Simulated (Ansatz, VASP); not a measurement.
## One calculation of PbO, two programs

```
Pb O
1.0
     4.17312    0.00000    0.00000
     0.00000    4.17312    0.00000
     0.00000    0.00000    5.27310
Pb O
2 2
Direct
  0.00000 0.50000 0.23510
  0.50000 0.00000 0.76490
  0.00000 0.00000 0.00000
  0.50000 0.50000 0.00000
```

Change from the starting cell: strain +0.050 along x and y, +0.050 along z, atoms carried along.

Alike in both runs: task single point; functional PBE; dispersion D3(BJ); k mesh 8 × 8 × 6; occupations gaussian, width 0.05 eV; no spin polarisation.

|  | VASP | Ansatz |
| --- | --- | --- |
| version | VASP 6.6.1 | Ansatz 0.2.0 |
| potentials or method | VASP PAW PBE potentials, release 64 (Pb_d, O), cutoff 520 eV | scalar-relativistic, plane waves, PAW |
| valence electrons in the cell | 40 | 40 |

|  | VASP | Ansatz | Ansatz less VASP |
| --- | --- | --- | --- |
| gap on the k mesh at the Fermi level (eV) | 1.42 | 1.41 | -0.004 |
| least direct gap on the mesh (eV) | 1.90 | 1.90 | 0.000 |
| pressure (GPa) | -6.6 | -6.6 | -0.01 |
| traceless stress, the component that is largest in VASP (GPa) | 0.43 | 0.44 | +0.010 |
| rms of the force components (eV/Å) | 0.487 | 0.498 | +0.0102 |

Atom by atom the forces differ by 0.010 eV/Å (rms over components).

Spin-orbit coupling is off throughout.
